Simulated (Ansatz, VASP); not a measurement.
**InSe2 in VASP and in Ansatz**

The input INCAR:

```
PREC = Accurate
ENCUT = 520
EDIFF = 1E-6
ISMEAR = 0
SIGMA = 0.15
LREAL = False
LASPH = True
NELM = 60
ALGO = Normal
ISIF = 2
LWAVE = False
LCHARG = False
GGA = PE
NBANDS = 34
```

The input KPOINTS:

```
regular mesh
0
Gamma
  12 12 6
```

POSCAR

```
InSe2
1.0
    4.0428890035      0.0000000000      0.0000000000
    0.0000000000      4.0428890035      0.0000000000
    0.0000000000      0.0000000000      9.7325349602
In Se
2 4
Direct
    0.0000000000      0.5000000000      0.7035851637
    0.5000000000      0.0000000000      0.2964148363
    0.0000000000      0.5000000000      0.3657877574
    0.5000000000      0.0000000000      0.6342122426
    0.0000000000      0.0000000000      0.0000000000
    0.5000000000      0.5000000000      0.0000000000
```

Input for Ansatz:

```yaml
crystal:
  lattice:
    - [4.0428890035, 0.0, 0.0]
    - [0.0, 4.0428890035, 0.0]
    - [0.0, 0.0, 9.7325349602]
  atoms:
    - { symbol: In, position: [0.0, 0.5, 0.7035851637] }
    - { symbol: In, position: [0.5, 0.0, 0.2964148363] }
    - { symbol: Se, position: [0.0, 0.5, 0.3657877574] }
    - { symbol: Se, position: [0.5, 0.0, 0.6342122426] }
    - { symbol: Se, position: [0.0, 0.0, 0.0] }
    - { symbol: Se, position: [0.5, 0.5, 0.0] }
basis:
  ecutwfc: 420
kpoints:
  mp_grid: { grid: [12, 12, 6] }
hamiltonian:
  xc: pbe
scf:
  occupations: { method: gaussian, width: 0.15 }
output:
  forces: true
  stress: true
  eigenvalues: true
```

Change from the starting cell: strain +0.040 along x and y, +0.000 along z, atoms carried along.

Alike in both runs: task single point; functional PBE; k mesh 12 × 12 × 6; occupations gaussian, width 0.15 eV; no spin polarisation.

|  | VASP | Ansatz |
| --- | --- | --- |
| version | VASP 6.6.1 | Ansatz 0.2.0 |
| potentials or method | VASP PAW PBE potentials, release 64 (In_d, Se), cutoff 520 eV | scalar-relativistic, plane waves, PAW |
| valence electrons in the cell | 50 | 90 |

VASP gave:

- gap on the k mesh at the Fermi level (eV): none
- pressure (GPa): -4.5
- traceless stress, the component that is largest in VASP (GPa): 3.29
- rms of the force components (eV/Å): 0.088

Which values does Ansatz return?

gap on the k mesh at the Fermi level (eV): none; pressure (GPa): -4.5; traceless stress, the component that is largest in VASP (GPa): 3.30; rms of the force components (eV/Å): 0.089.

Atom by atom the forces differ by 0.000 eV/Å (rms over components). A gap of «none» marks a metal or a gap that the smearing closes. VASP's potentials hold 50 valence electrons a cell and Ansatz's 90, so a difference there can come from the potentials and not from the codes.
